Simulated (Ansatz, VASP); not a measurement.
Two plane-wave programs on PbS

The input INCAR:

```
SYSTEM = PbS
PREC = Accurate
ENCUT = 520
EDIFF = 1E-7
ISMEAR = 0
SIGMA = 0.03
LREAL = .FALSE.
LASPH = .TRUE.
NELM = 100
ALGO = Normal
ISIF = 2
LWAVE = .FALSE.
LCHARG = .FALSE.
GGA = PE
NBANDS = 17
```

Contents of KPOINTS:

```
regular mesh
0
G
  10 10 10
  0 0 0
```

The input POSCAR:

```
PbS
1.0
    0.0000000000      3.0483165000      3.0483165000
    2.9650000000      0.0833165000      2.9650000000
    2.9650000000      2.9650000000      0.0833165000
Pb S
1 1
Direct
    0.0000000000      0.0000000000      0.0000000000
    0.5000000000      0.5000000000      0.5000000000
```

Input for Ansatz:

```yaml
crystal:
  lattice:
    - [0.0, 3.0483165, 3.0483165]
    - [2.965, 0.0833165, 2.965]
    - [2.965, 2.965, 0.0833165]
  atoms:
    - { symbol: Pb, position: [0.0, 0.0, 0.0] }
    - { symbol: S, position: [0.5, 0.5, 0.5] }
basis:
  ecutwfc: 420
kpoints:
  mp_grid: { grid: [10, 10, 10] }
hamiltonian:
  xc: pbe
scf:
  occupations: { method: gaussian, width: 0.03 }
output:
  forces: true
  stress: true
  eigenvalues: true
```

Change from the starting cell: strain +0.0562 x Voigt [0, 0, 0, 1, 0, 0], atoms carried along.

Alike in both runs: task single point; functional PBE; k mesh 10 × 10 × 10; occupations gaussian, width 0.03 eV; no spin polarisation.

|  | VASP | Ansatz |
| --- | --- | --- |
| version | VASP 6.6.1 | Ansatz 0.2.0 |
| potentials or method | VASP PAW PBE potentials, release 64 (Pb_d, S), cutoff 520 eV | scalar-relativistic, plane waves, PAW |
| valence electrons in the cell | 20 | 20 |

|  | VASP | Ansatz | Ansatz less VASP |
| --- | --- | --- | --- |
| gap on the k mesh at the Fermi level (eV) | 0.08 | 0.07 | -0.007 |
| least direct gap on the mesh (eV) | 0.30 | 0.29 | -0.007 |
| pressure (GPa) | 2.2 | 2.3 | +0.07 |
| traceless stress, the component that is largest in VASP (GPa) | -1.10 | -1.10 | +0.001 |

The functional is the same, so the differences come from potentials, cutoffs and numerics.

Spin-orbit coupling is off throughout.
